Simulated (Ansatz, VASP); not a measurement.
WS2 in VASP and in Ansatz

The input INCAR:

```
ALGO = Normal
EDIFF = 1E-6
ENCUT = 520
GGA = PS
ISIF = 2
ISMEAR = 0
LASPH = True
LCHARG = False
LREAL = False
LWAVE = False
NBANDS = 20
NELM = 60
PREC = Accurate
SIGMA = 0.05
```

Contents of KPOINTS:

```
k-points
0
Gamma
  12 12 2
```

The input POSCAR:

```
WS2
1.0
    3.1457762248      0.0000000000      0.0000000000
   -1.5728881124      2.7243221253      0.0000000000
    0.0000000000      0.0000000000     16.9534210846
W S
1 2
Direct
    0.3064623991      0.7400794243      0.0000000000
    0.6666666667      0.3333333333      0.9075761491
    0.6666666667      0.3333333333      0.0924238509
```

Input for Ansatz:

```yaml
crystal:
  lattice:
    - [3.1457762248, 0.0, 0.0]
    - [-1.5728881124, 2.7243221253, 0.0]
    - [0.0, 0.0, 16.9534210846]
  atoms:
    - { symbol: W, position: [0.3064623991, 0.7400794243, 0.0] }
    - { symbol: S, position: [0.6666666667, 0.3333333333, 0.9075761491] }
    - { symbol: S, position: [0.6666666667, 0.3333333333, 0.0924238509] }
basis:
  ecutwfc: 420
kpoints:
  mp_grid: { grid: [12, 12, 2] }
hamiltonian:
  xc: pbesol
scf:
  occupations: { method: gaussian, width: 0.05 }
output:
  forces: true
  stress: true
  eigenvalues: true
```

Alike in both runs: task single point; functional PBEsol; k mesh 12 × 12 × 2; occupations gaussian, width 0.05 eV; no spin polarisation.

|  | VASP | Ansatz |
| --- | --- | --- |
| version | VASP 6.6.1 | Ansatz 0.2.0 |
| potentials or method | VASP PAW PBE potentials, release 64 (W_sv, S), cutoff 520 eV | scalar-relativistic, plane waves, PAW |
| valence electrons in the cell | 26 | 26 |

VASP gave:

* gap on the k mesh at the Fermi level (eV): 1.27
* least direct gap on the mesh (eV): 1.45
* rms of the force components (eV/Å): 2.305

**Question.** Which values does Ansatz return?

**Answer.** gap on the k mesh at the Fermi level (eV): 1.27; least direct gap on the mesh (eV): 1.45; rms of the force components (eV/Å): 2.300.

VASP's potentials were made for PBE, not for PBEsol. Atom by atom the forces differ by 0.010 eV/Å (rms over components).

Spin-orbit coupling is off throughout.
